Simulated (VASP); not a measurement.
# TiCo (Pm-3m) in VASP: a series of runs

The runs below take TiCo through single point, with r2SCAN.

All numbers are computed with VASP 6.6.1; they aren't measurements. Logs are shortened: lines on timing, memory, paths and dates and some standing lists are left out, and cuts for length are marked.

## 1. The cell of the first run

Symmetry: Pm-3m, No. 221, cubic system. The conventional cell has a = 3.009 Å, b = 3.009 Å, c = 3.009 Å, α = 90.00°, β = 90.00°, γ = 90.00°. Within 3.4 Å of Ti (site symmetry m-3m) lie 8 Co at 2.61 Å and 6 Ti at 3.01 Å. Within 3.4 Å of Co (site symmetry m-3m) lie 8 Ti at 2.61 Å and 6 Co at 3.01 Å.

## 2. Single point, r2SCAN, collinear spin, ferrimagnetic start (13.62 Å³/atom)

Input file POSCAR:

```
TiCo
1.0
    3.0085154183      0.0000000000      0.0000000000
    0.0000000000      3.0085154183      0.0000000000
    0.0000000000      0.0000000000      3.0085154183
Ti Co
1 1
Direct
    0.0000000000      0.0000000000      0.0000000000
    0.5000000000      0.5000000000      0.5000000000
```

Input file INCAR.step1:

```
SYSTEM = TiCo
  ALGO = Normal
  EDIFF = 1E-4
  ENCUT = 520
  GGA = PE
  ISMEAR = 0
  ISPIN = 2
  LASPH = .TRUE.
  LCHARG = .FALSE.
  LMAXMIX = 4
  LREAL = .FALSE.
  LWAVE = .TRUE.
  MAGMOM = -0.29 1.55
  NBANDS = 22
  NELM = 150
  PREC = Accurate
  SIGMA = 0.05
```

Input file INCAR.step2:

```
SYSTEM = TiCo
  ALGO = Normal
  EDIFF = 1E-6
  ENCUT = 520
  ISIF = 2
  ISMEAR = 0
  ISPIN = 2
  ISTART = 1
  LASPH = .TRUE.
  LCHARG = .TRUE.
  LELF = .TRUE.
  LMAXMIX = 4
  LMIXTAU = .TRUE.
  LORBIT = 11
  LREAL = .FALSE.
  LVHAR = .TRUE.
  LWAVE = .FALSE.
  MAGMOM = -0.29 1.55
  METAGGA = R2SCAN
  NBANDS = 22
  NELM = 150
  PREC = Accurate
  SIGMA = 0.05
```

Input file KPOINTS:

```
k-points
0
G
  12 12 12
  0 0 0
```

Potentials or basis: VASP PAW PBE potentials, release 64 (Ti_sv, Co).

Started as:

```console
$ cat potpaw_PBE.64/Ti_sv/POTCAR potpaw_PBE.64/Co/POTCAR > POTCAR
$ cp INCAR.step1 INCAR
$ mpirun -np 1 vasp_std > vasp.out
$ cp INCAR.step2 INCAR
$ mpirun -np 1 vasp_std > vasp.out
```

OUTCAR:

```text
SYSTEM = TiCo
   EDIFF = 1E-6
   ENCUT = 520
   ISIF = 2
   ISMEAR = 0
   ISPIN = 2
   ISTART = 1
   LASPH = .TRUE.
   LORBIT = 11
   LREAL = .FALSE.
   METAGGA = R2SCAN
   NELM = 150
   PREC = Accurate

 ion  position               nearest neighbor table
   1  0.000  0.000  0.000-   2 2.61   2 2.61   2 2.61   2 2.61   2 2.61   2 2.61   2 2.61   2 2.61

   2  0.500  0.500  0.500-   1 2.61   1 2.61   1 2.61   1 2.61   1 2.61   1 2.61   1 2.61   1 2.61

  LATTYP: Found a simple cubic cell.
 ALAT       =     3.0085154183

  Lattice vectors:

 A1 = (   3.0085154183,   0.0000000000,   0.0000000000)
 A2 = (   0.0000000000,   3.0085154183,   0.0000000000)
 A3 = (   0.0000000000,   0.0000000000,   3.0085154183)

Analysis of symmetry for initial positions (statically):
=====================================================================
 Subroutine PRICEL returns:
 Original cell was already a primitive cell.

 Routine SETGRP: Setting up the symmetry group for a
 simple cubic supercell.

 Subroutine GETGRP returns: Found 48 space group operations
 (whereof 48 operations were pure point group operations)
 out of a pool of 48 trial point group operations.

The static configuration has the point symmetry O_h .

Analysis of symmetry for dynamics (positions and initial velocities):
=====================================================================
 Subroutine PRICEL returns:
 Original cell was already a primitive cell.

 Routine SETGRP: Setting up the symmetry group for a
 simple cubic supercell.

 Subroutine GETGRP returns: Found 48 space group operations
 (whereof 48 operations were pure point group operations)
 out of a pool of 48 trial point group operations.

The dynamic configuration has the point symmetry O_h .

Analysis of structural, dynamic, and magnetic symmetry:
=====================================================================
 Subroutine PRICEL returns:
 Original cell was already a primitive cell.

 Routine SETGRP: Setting up the symmetry group for a
 simple cubic supercell.

 Subroutine GETGRP returns: Found 48 space group operations
 (whereof 48 operations were pure point group operations)
 out of a pool of 48 trial point group operations.

The overall configuration has the point symmetry O_h .

 Subroutine INISYM returns: Found 48 space group operations
 (whereof 48 operations are pure point group operations),
 and found     1 'primitive' translations

----------------------------------------------------------------------------------------

                                     Primitive cell
[... 114 lines left out ...]
  Thomas-Fermi vector in A             =   2.612673
   LORBIT       =     11    0 simple, 1 ext, 2 COOP (PROOUT), +10 PAW based schemes
   METAGGA = R2SCAN    functional components
   LHFCALC =     F    Hartree Fock is set to
   AEXX    =    0.0000 exact exchange contribution
   IVDW    =     0    specifies the selected vdW correction
   LEPSILON=     F    determine dielectric tensor
   LRPA    =     F    only Hartree local field effects (RPA)
 spin polarized calculation
 Gauss-broadening in eV      SIGMA  =   0.05
  energy-cutoff  :      520.00
  volume of cell :       27.23
 maximum number of plane-waves:       756
 NGX is ok and might be reduce to    24
   NGX = 11   NGY = 11   NGZ = 11

 number of electron      20.9999990 magnetization       0.8962547

 Free energy of the ion-electron system (eV)
  ---------------------------------------------------
  ext. energy  EPLUGINS =         0.00000000
  ---------------------------------------------------
  free energy    TOTEN  =       -27.01607520 eV

  energy without entropy =      -27.01440176  energy(sigma->0) =      -27.01523848

 E-fermi :   9.6009     XC(G=0): -13.5078

 val. band max:        9.5711216784   @ k =   0.5000   0.2500   0.2500
 cond. band min:       9.6064409091   @ k =   0.3333   0.0000   0.0000
 fundamental gap:      0.0353192307
 Fermi energy:         9.6008930064

 spin component 1

 k-point     1 :       0.0000    0.0000    0.0000
  band No.  band energies     occupation
      1     -49.7385      1.00000
      2     -24.7964      1.00000
      3     -24.7964      1.00000
      4     -24.7964      1.00000
      5       1.7815      1.00000
      6       4.9724      1.00000
[... 589 lines left out ...]
     21      27.0154      0.00000
     22      29.5500      0.00000

 [... further k-points ...]

 spin component 2

 k-point     1 :       0.0000    0.0000    0.0000
  band No.  band energies     occupation
      1     -50.0708      1.00000
      2     -25.1186      1.00000
      3     -25.1186      1.00000
      4     -25.1186      1.00000
      5       1.3267      1.00000
      6       6.3150      1.00000
[... 589 lines left out ...]
     21      26.6588      0.00000
     22      29.6022      0.00000

 [... further k-points ...]

------------------------ aborting loop because EDIFF is reached ----------------------------------------

  FORCE on cell =-STRESS in cart. coord.  units (eV):
  Direction    XX          YY          ZZ          XY          YZ          ZX
  --------------------------------------------------------------------------------------
  -------------------------------------------------------------------------------------
  Total       -0.4526315     -0.4526315     -0.4526315     -0.0000000      0.0000000     -0.0000000
  in kB      -26.6316865    -26.6316865    -26.6316865     -0.0000000      0.0000000     -0.0000000
  external PRESSURE =     -26.6316865 kB  Pullay stress =       0.0000000 kB

 VOLUME and BASIS-vectors are now :
 -----------------------------------------------------------------------------
  energy-cutoff  :      520.00
  volume of cell :       27.23
      direct lattice vectors                 reciprocal lattice vectors
     3.008515418  0.000000000  0.000000000     0.332389854  0.000000000  0.000000000
     0.000000000  3.008515418  0.000000000     0.000000000  0.332389854  0.000000000
     0.000000000  0.000000000  3.008515418     0.000000000  0.000000000  0.332389854

 POSITION                                       TOTAL-FORCE (eV/Angst)
 -----------------------------------------------------------------------------------
      0.00000      0.00000      0.00000         0.000000      0.000000      0.000000
      1.50426      1.50426      1.50426         0.000000      0.000000      0.000000
 -----------------------------------------------------------------------------------
    total drift:                                0.000000      0.000000     -0.000000

  FREE ENERGIE OF THE ION-ELECTRON SYSTEM (eV)
  ---------------------------------------------------
  free  energy   TOTEN  =       -27.0160751953 eV

  energy  without entropy=      -27.0144017588  energy(sigma->0) =      -27.01523848

 total charge

# of ion       s       p       d       tot
------------------------------------------
    1        2.239   6.190   1.785  10.214
    2        0.551   0.511   7.223   8.284
--------------------------------------------------
tot          2.790   6.701   9.008  18.499

 magnetization (x)

# of ion       s       p       d       tot
------------------------------------------
    1       -0.008  -0.039  -0.262  -0.310
    2        0.045  -0.032   1.410   1.422
--------------------------------------------------
tot          0.036  -0.071   1.147   1.112
```

OUTCAR.step1:

```text
SYSTEM = TiCo
   EDIFF = 1E-4
   ENCUT = 520
   GGA = PE
   ISMEAR = 0
   ISPIN = 2
[... 1444 lines left out ...]
      0.00000      0.00000      0.00000         0.000000      0.000000      0.000000
      1.50426      1.50426      1.50426         0.000000      0.000000      0.000000
 -----------------------------------------------------------------------------------
    total drift:                                0.000000      0.000000     -0.000000

  FREE ENERGIE OF THE ION-ELECTRON SYSTEM (eV)
  ---------------------------------------------------
  free  energy   TOTEN  =       -15.6646930813 eV

  energy  without entropy=      -15.6617763733  energy(sigma->0) =      -15.66323473
```

It took 8.8 min on 1 thread of Intel Xeon 8259CL, shared host; peak memory 0.19 GiB.

Results:

* Free energy: -27.0161 eV
* Pressure: -2.7 GPa
* Net moment: 0.90 μB per cell
* Site moments: Ti -0.31; Co +1.42 μB
* Valence electrons inside the program's atomic spheres: Ti 10.21; Co 8.28

Levels at points of the mesh, in eV from the Fermi level:
Spin up:
```tsv
k point	band 7	band 8	band 9	band 10	band 11	band 12	band 13	band 14	band 15	band 16
(0.00, 0.00, 0.00)	-4.63	-2.33	-2.33	-2.33	0.56	0.56	2.85	2.85	2.85	9.11
(0.50, 0.00, 0.00)	-3.62	-2.49	-2.49	-2.05	-1.27	-0.23	0.89	0.89	2.50	4.29
(0.50, 0.50, 0.00)	-3.09	-3.09	-2.40	-1.28	0.64	0.64	1.29	2.52	2.52	3.56
(0.50, 0.50, 0.50)	-3.24	-2.37	-2.37	-1.98	-1.98	-1.98	3.63	3.63	6.88	8.52
```
Spin down:
| k point | band 8 | band 9 | band 10 | band 11 | band 12 | band 13 |
| --- | --- | --- | --- | --- | --- | --- |
| (0.00, 0.00, 0.00) | -1.38 | -1.38 | -1.38 | 1.59 | 1.59 | 2.80 |
| (0.50, 0.00, 0.00) | -1.49 | -1.06 | -0.96 | -0.87 | 0.68 | 0.68 |
| (0.50, 0.50, 0.00) | -2.37 | 0.21 | 0.21 | 1.08 | 1.14 | 1.24 |
| (0.50, 0.50, 0.50) | -2.27 | -2.27 | -2.27 | 1.12 | 1.12 | 3.16 |

Caveat: the PAW data sets were made with another functional, which shifts forces and pressure a little.

## 3. Single point, r2SCAN, collinear spin, ferrimagnetic start (13.88 Å³/atom)

This run uses another cell than the first one, of 13.88 Å³/atom.

Input file POSCAR:

```
TiCo
1.0
    3.0280517802      0.0000000000      0.0000000000
    0.0000000000      3.0280517802      0.0000000000
    0.0000000000      0.0000000000      3.0280517802
Ti Co
1 1
Direct
    0.0000000000      0.0000000000      0.0000000000
    0.5000000000      0.5000000000      0.5000000000
```

Input file INCAR.step1:

```
PREC = Accurate ; ENCUT = 520
ISMEAR = 0 ; SIGMA = 0.05
LREAL = False ; LASPH = True
NELM = 150 ; ISPIN = 2
MAGMOM = -0.33 1.6 ; LMAXMIX = 4
NBANDS = 22 ; GGA = PE
ALGO = Normal ; EDIFF = 1E-4
LWAVE = True ; LCHARG = False
```

Input file INCAR.step2:

```
PREC = Accurate ; ENCUT = 520
EDIFF = 1E-6 ; ISMEAR = 0
SIGMA = 0.05 ; LREAL = False
LASPH = True ; NELM = 150
ALGO = Normal ; ISIF = 2
LWAVE = False ; LCHARG = False
ISPIN = 2 ; MAGMOM = -0.33 1.6
LORBIT = 11 ; LMAXMIX = 4
METAGGA = R2SCAN ; LMIXTAU = True
NBANDS = 22 ; ISTART = 1
```

Input file KPOINTS:

```
regular mesh
0
Gamma
  12 12 12
```

Potentials or basis: VASP PAW PBE potentials, release 64 (Ti_sv, Co).

Started as:

```console
$ cat potpaw_PBE.64/Ti_sv/POTCAR potpaw_PBE.64/Co/POTCAR > POTCAR
$ cp INCAR.step1 INCAR
$ mpirun -np 1 vasp_std > vasp.out
$ cp INCAR.step2 INCAR
$ mpirun -np 1 vasp_std > vasp.out
```

It took 8.9 min on 1 thread of Intel Xeon 8259CL, shared host; peak memory 0.19 GiB.

The run converged. Its results:

| Item | Value |
| --- | --- |
| Free energy | -27.0026 eV |
| Pressure | -5.4 GPa |
| Net moment | 0.89 μB per cell |
| Site moments | Ti -0.34; Co +1.46 μB |
| Valence electrons inside the program's atomic spheres | Ti 10.19; Co 8.25 |

Levels at points of the mesh, in eV from the Fermi level:
Spin up:
| k point | band 7 | band 8 | band 9 | band 10 | band 11 | band 12 | band 13 | band 14 | band 15 | band 16 |
| --- | --- | --- | --- | --- | --- | --- | --- | --- | --- | --- |
| (0.00, 0.00, 0.00) | -4.56 | -2.33 | -2.33 | -2.33 | 0.57 | 0.57 | 2.79 | 2.79 | 2.79 | 8.97 |
| (0.50, 0.00, 0.00) | -3.57 | -2.48 | -2.48 | -2.06 | -1.33 | -0.17 | 0.89 | 0.89 | 2.46 | 4.21 |
| (0.50, 0.50, 0.00) | -3.06 | -3.06 | -2.43 | -1.31 | 0.62 | 0.62 | 1.28 | 2.46 | 2.46 | 3.51 |
| (0.50, 0.50, 0.50) | -3.21 | -2.41 | -2.41 | -1.92 | -1.92 | -1.92 | 3.58 | 3.58 | 6.70 | 8.37 |
Spin down:
```csv
k point,band 7,band 8,band 9,band 10,band 11,band 12,band 13,band 14
"(0.00, 0.00, 0.00)",-3.18,-1.34,-1.34,-1.34,1.58,1.58,2.72,2.72
"(0.50, 0.00, 0.00)",-1.45,-1.45,-0.96,-0.93,-0.86,0.66,0.66,1.52
"(0.50, 0.50, 0.00)",-2.31,-2.31,0.17,0.17,1.12,1.17,1.20,2.56
"(0.50, 0.50, 0.50)",-2.44,-2.22,-2.22,-2.22,1.16,1.16,3.06,3.06
```

Caveat: the cell stands under tension; the PAW data sets were made with another functional, which shifts forces and pressure a little.

(Part 1 of 2 ends here.)
